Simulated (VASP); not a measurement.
# BP (v.bA) (F-43m) in VASP: single point with PBE

Aim: the single point of BP (v.bA) with PBE.

All numbers are computed with VASP 6.6.1; they aren't measurements. Logs are shortened: lines on timing, memory, paths and dates and some standing lists are left out, and cuts for length are marked.

**1. The cell of the first run**

It takes space group F-43m (No. 216, cubic). Conventional cell: a = 4.548 Å, b = 4.548 Å, c = 4.548 Å, α = 90.00°, β = 90.00°, γ = 90.00°. B (site symmetry -43m) has 4 P at 1.97 Å within 2.6 Å. P (site symmetry -43m) has 4 B at 1.97 Å within 2.6 Å.

**2. Single point, PBE**

File INCAR:

```
SYSTEM = BP
  PREC = Accurate
  ENCUT = 500
  EDIFF = 1E-6
  ISMEAR = 0
  SIGMA = 0.02
  LREAL = .FALSE.
  LASPH = .TRUE.
  NELM = 120
  ALGO = Normal
  ISIF = 2
  LWAVE = .FALSE.
  LCHARG = .FALSE.
  GGA = PE
  NBANDS = 11
  GGA_COMPAT = .FALSE.
```

File KPOINTS:

```
regular mesh
0
G
  10 10 10
  0 0 0
```

File POSCAR:

```
BP
1.0
    0.0000000000      2.2740785309      2.2740785309
    2.2740785309      0.0000000000      2.2740785309
    2.2740785309      2.2740785309      0.0000000000
B P
1 1
Direct
    0.0000000000      0.0000000000      0.0000000000
    0.2500000000      0.2500000000      0.2500000000
```

Potentials or basis: VASP PAW PBE potentials, release 64 (B, P).

Command:

```console
> cat potpaw_PBE.64/B/POTCAR potpaw_PBE.64/P/POTCAR > POTCAR
> mpirun -np 1 vasp_std > vasp.out
```

OUTCAR:

```text
SYSTEM = BP
   PREC = Accurate
   ENCUT = 500
   EDIFF = 1E-6
   ISMEAR = 0
   LREAL = .FALSE.
   LASPH = .TRUE.
   NELM = 120
   ISIF = 2
   GGA = PE

 ion  position               nearest neighbor table
   1  0.000  0.000  0.000-   2 1.97   2 1.97   2 1.97   2 1.97
   2  0.250  0.250  0.250-   1 1.97   1 1.97   1 1.97   1 1.97

  LATTYP: Found a face centered cubic cell.
 ALAT       =     4.5481570618

  Lattice vectors:

 A1 = (   0.0000000000,   2.2740785309,   2.2740785309)
 A2 = (   2.2740785309,   0.0000000000,   2.2740785309)
 A3 = (   2.2740785309,   2.2740785309,   0.0000000000)

Analysis of symmetry for initial positions (statically):
=====================================================================
 Subroutine PRICEL returns:
 Original cell was already a primitive cell.

 Routine SETGRP: Setting up the symmetry group for a
 face centered cubic supercell.

 Subroutine GETGRP returns: Found 24 space group operations
 (whereof 24 operations were pure point group operations)
 out of a pool of 48 trial point group operations.

The static configuration has the point symmetry T_d .

Analysis of symmetry for dynamics (positions and initial velocities):
=====================================================================
 Subroutine PRICEL returns:
 Original cell was already a primitive cell.

 Routine SETGRP: Setting up the symmetry group for a
 face centered cubic supercell.

 Subroutine GETGRP returns: Found 24 space group operations
 (whereof 24 operations were pure point group operations)
 out of a pool of 48 trial point group operations.

The dynamic configuration has the point symmetry T_d .

 Subroutine INISYM returns: Found 24 space group operations
 (whereof 24 operations are pure point group operations),
 and found     1 'primitive' translations

----------------------------------------------------------------------------------------

                                     Primitive cell

  volume of cell :      23.5205

  direct lattice vectors                    reciprocal lattice vectors
     0.000000000  2.274078531  2.274078531    -0.219869276  0.219869276  0.219869276
     2.274078531  0.000000000  2.274078531     0.219869276 -0.219869276  0.219869276
     2.274078531  2.274078531  0.000000000     0.219869276  0.219869276 -0.219869276

  length of vectors
     3.216032700  3.216032700  3.216032700     0.380824757  0.380824757  0.380824757

  position of ions in fractional coordinates (direct lattice)
     0.000000000  0.000000000  0.000000000
     0.250000000  0.250000000  0.250000000

  ion indices of the primitive-cell ions
   primitive index   ion index
                 1           1
                 2           2

----------------------------------------------------------------------------------------

 KPOINTS: regular mesh

Automatic generation of k-mesh.
 Grid dimensions read from file:
 generate k-points for:   10   10   10

 Generating k-lattice:

  Cartesian coordinates                     Fractional coordinates (reciprocal lattice)
    -0.021986928  0.021986928  0.021986928     0.100000000  0.000000000  0.000000000
     0.021986928 -0.021986928  0.021986928     0.000000000  0.100000000  0.000000000
     0.021986928  0.021986928 -0.021986928     0.000000000  0.000000000  0.100000000

  Length of vectors
     0.038082476  0.038082476  0.038082476

  Shift w.r.t. Gamma in fractional coordinates (k-lattice)
     0.000000000  0.000000000  0.000000000

 Subroutine IBZKPT returns following result:
 ===========================================

 Found     47 irreducible k-points:

 Following reciprocal coordinates:
            Coordinates               Weight
  0.000000  0.000000  0.000000      1.000000
  0.100000  0.000000  0.000000      8.000000
  0.200000  0.000000  0.000000      8.000000
  0.300000  0.000000  0.000000      8.000000
  0.400000  0.000000  0.000000      8.000000
  0.500000  0.000000  0.000000      4.000000
[... 16 lines left out ...]
  0.300000  0.300000  0.000000      6.000000
  0.400000  0.300000  0.000000     24.000000
 [... further k-points ...]
   k-points           NKPTS =     47   k-points in BZ     NKDIM =     47   number of bands    NBANDS=     11
   number of dos      NEDOS =    301   number of ions     NIONS =      2
   total plane-waves  NPLWV =  13824
   dimension x,y,z NGX =    24 NGY =   24 NGZ =   24
   dimension x,y,z NGXF=    48 NGYF=   48 NGZF=   48
   ions per type =               1   1
   NGX,Y,Z   is equivalent  to a cutoff of  12.41, 12.41, 12.41 a.u.
   NGXF,Y,Z  is equivalent  to a cutoff of  24.81, 24.81, 24.81 a.u.
 SYSTEM =  BP
   PREC   = accura    normal or accurate (medium, high low for compatibility)
   ISTART =      0    job   : 0-new  1-cont  2-samecut
   ICHARG =      2    charge: 1-file 2-atom 10-const
   ISPIN  =      1    spin polarized calculation?
   LNONCOLLINEAR =      F non collinear calculations
   LSORBIT =      F    spin-orbit coupling
   LASPH  =      T    aspherical Exc in radial PAW
   ENCUT  =  500.0 eV  36.75 Ry    6.06 a.u.   5.86  5.86  5.86*2*pi/ulx,y,z
   NELM   =    120;   NELMIN=  2; NELMDL= -5     # of ELM steps
   EDIFF  = 0.1E-05   stopping-criterion for ELM
   LREAL  =      F    real-space projection
   EDIFFG = 0.1E-04   stopping-criterion for IOM
   NSW    =      0    number of steps for IOM
   IBRION =     -1    ionic relax: 0-MD 1-quasi-New 2-CG
   NFREE  =      0    steps in history (QN), initial steepest desc. (CG)
   ISIF   =      2    stress and relaxation
   ISYM   =      2    0-nonsym 1-usesym 2-fastsym
   POTIM  = 0.5000    time-step for ionic-motion
   TEBEG  =    0.0;   TEEND  =   0.0 temperature during run
   PSTRESS=    0.0 pullay stress
   NELECT =       8.0000    total number of electrons
   NUPDOWN=      -1.0000    fix difference up-down
   EMIN   =  10.00;   EMAX   =-10.00  energy-range for DOS
   EFERMI =   0.00;   METHOD = LEGACY
   ISMEAR =     0;   SIGMA  =   0.02  broadening in eV -4-tet -1-fermi 0-gaus
   EFERMI_NEDOS =   21; number of points for ismear=-14 and -15
   IALGO  =     38    algorithm
   IMIX   =      4    mixing-type and parameters
     AMIX     =   0.40;   BMIX     =  1.00
     AMIX_MAG =   1.60;   BMIX_MAG =  1.00
  volume/ion in A,a.u.               =      11.76        79.36
  Fermi-wavevector in a.u.,A,eV,Ry     =   1.142763  2.159508 17.767936  1.305906
  Thomas-Fermi vector in A             =   2.279460
   LORBIT       =      0    0 simple, 1 ext, 2 COOP (PROOUT), +10 PAW based schemes
   GGA     = PE    functional components
   LHFCALC =     F    Hartree Fock is set to
   AEXX    =    0.0000 exact exchange contribution
   IVDW    =     0    specifies the selected vdW correction
   LEPSILON=     F    determine dielectric tensor
   LRPA    =     F    only Hartree local field effects (RPA)
 non-spin polarized calculation
 Gauss-broadening in eV      SIGMA  =   0.02
  energy-cutoff  :      500.00
  volume of cell :       23.52
 maximum number of plane-waves:       610
   NGX = 11   NGY = 11   NGZ = 11

 number of electron       8.0000000 magnetization

 Free energy of the ion-electron system (eV)
  ---------------------------------------------------
  ext. energy  EPLUGINS =         0.00000000
  ---------------------------------------------------
  free energy    TOTEN  =       -12.93057768 eV

  energy without entropy =      -12.93057768  energy(sigma->0) =      -12.93057768

 E-fermi :   7.4774     XC(G=0): -10.8784

 val. band max:        7.3537679390   @ k =   0.0000   0.0000   0.0000
 cond. band min:       8.6021447187   @ k =   0.4000   0.4000   0.0000
 fundamental gap:      1.2483767797
 Fermi energy:         7.4773570400

 k-point     1 :       0.0000    0.0000    0.0000
  band No.  band energies     occupation
      1      -8.0469      2.00000
      2       7.3538      2.00000
      3       7.3538      2.00000
      4       7.3538      2.00000
      5      10.7447      0.00000
      6      10.7447      0.00000
      7      10.7447      0.00000
      8      14.6262      0.00000
      9      18.8215      0.00000
     10      19.4634      0.00000
     11      19.4634      0.00000

 k-point     2 :       0.1000    0.0000    0.0000
  band No.  band energies     occupation
      1      -7.8677      2.00000
      2       6.0567      2.00000
      3       7.0608      2.00000
      4       7.0608      2.00000
      5      11.1505      0.00000
      6      11.1505      0.00000
      7      11.1747      0.00000
      8      15.1542      0.00000
      9      18.7838      0.00000
     10      18.7838      0.00000
     11      19.3866      0.00000

 k-point     3 :       0.2000    0.0000    0.0000
  band No.  band energies     occupation
      1      -7.3372      2.00000
      2       3.7249      2.00000
      3       6.5046      2.00000
      4       6.5046      2.00000
      5      11.3604      0.00000
      6      11.8677      0.00000
      7      11.8677      0.00000
      8      16.3467      0.00000
      9      18.1855      0.00000
     10      18.1855      0.00000
     11      20.2443      0.00000

 k-point     4 :       0.3000    0.0000    0.0000
  band No.  band energies     occupation
      1      -6.4854      2.00000
      2       1.3771      2.00000
      3       6.0176      2.00000
      4       6.0176      2.00000
      5      11.2596      0.00000
      6      12.2002      0.00000
      7      12.2002      0.00000
      8      17.2851      0.00000
      9      18.7549      0.00000
     10      18.7549      0.00000
     11      20.4970      0.00000
[... 239 lines left out ...]
 k-point    22 :      -0.2000    0.2000    0.0000
  band No.  band energies     occupation
      1      -6.1956      2.00000
      2       2.1208      2.00000
      3       3.2081      2.00000
      4       6.1159      2.00000
      5      11.8118      0.00000
      6      12.6527      0.00000
      7      13.7119      0.00000
      8      15.6462      0.00000
      9      16.8510      0.00000
     10      20.9213      0.00000
     11      23.0707      0.00000

 k-point    23 :       0.3000    0.3000    0.0000
  band No.  band energies     occupation
      1      -5.9445      2.00000
      2       2.5281      2.00000
      3       4.1528      2.00000
      4       4.1528      2.00000
      5       8.8832      0.00000
      6      11.2669      0.00000
      7      16.1771      0.00000
      8      16.1771      0.00000
      9      20.3260      0.00000
     10      21.7085      0.00000
     11      23.8091      0.00000

 k-point    24 :       0.4000    0.3000    0.0000
  band No.  band energies     occupation
      1      -5.1250      2.00000
      2       1.2082      2.00000
      3       3.3304      2.00000
      4       3.8596      2.00000
      5       9.1706      0.00000
      6      10.9788      0.00000
      7      16.7840      0.00000
      8      16.7992      0.00000
      9      21.2763      0.00000
     10      22.5778      0.00000
     11      24.3167      0.00000

 [... further k-points ...]

------------------------ aborting loop because EDIFF is reached ----------------------------------------

  FORCE on cell =-STRESS in cart. coord.  units (eV):
  Direction    XX          YY          ZZ          XY          YZ          ZX
  --------------------------------------------------------------------------------------
  -------------------------------------------------------------------------------------
  Total       -0.0289618     -0.0289618     -0.0289618      0.0000000      0.0000000     -0.0000000
  in kB       -1.9728315     -1.9728315     -1.9728315      0.0000000      0.0000000     -0.0000000
  external PRESSURE =      -1.9728315 kB  Pullay stress =       0.0000000 kB

 VOLUME and BASIS-vectors are now :
 -----------------------------------------------------------------------------
  energy-cutoff  :      500.00
  volume of cell :       23.52
      direct lattice vectors                 reciprocal lattice vectors
     0.000000000  2.274078531  2.274078531    -0.219869276  0.219869276  0.219869276
     2.274078531  0.000000000  2.274078531     0.219869276 -0.219869276  0.219869276
     2.274078531  2.274078531  0.000000000     0.219869276  0.219869276 -0.219869276

 POSITION                                       TOTAL-FORCE (eV/Angst)
 -----------------------------------------------------------------------------------
      0.00000      0.00000      0.00000        -0.000000     -0.000000     -0.000000
      1.13704      1.13704      1.13704         0.000000      0.000000      0.000000
 -----------------------------------------------------------------------------------
    total drift:                                0.000000      0.000000      0.000000

  FREE ENERGIE OF THE ION-ELECTRON SYSTEM (eV)
  ---------------------------------------------------
  free  energy   TOTEN  =       -12.9305776796 eV

  energy  without entropy=      -12.9305776796  energy(sigma->0) =      -12.93057768
```

Run time: 16 s. Hardware: 1 thread of Intel Xeon 8259CL, shared host; peak memory 0.14 GiB.

What came out:

```
Free energy            : -12.9306 eV
Pressure               : -0.2 GPa
Band gap on the k mesh : 1.25 eV, indirect (least direct gap 3.39 eV)
```

A k mesh can miss the band edges. PBE gaps usually lie below the measured ones, often by a third to a half.
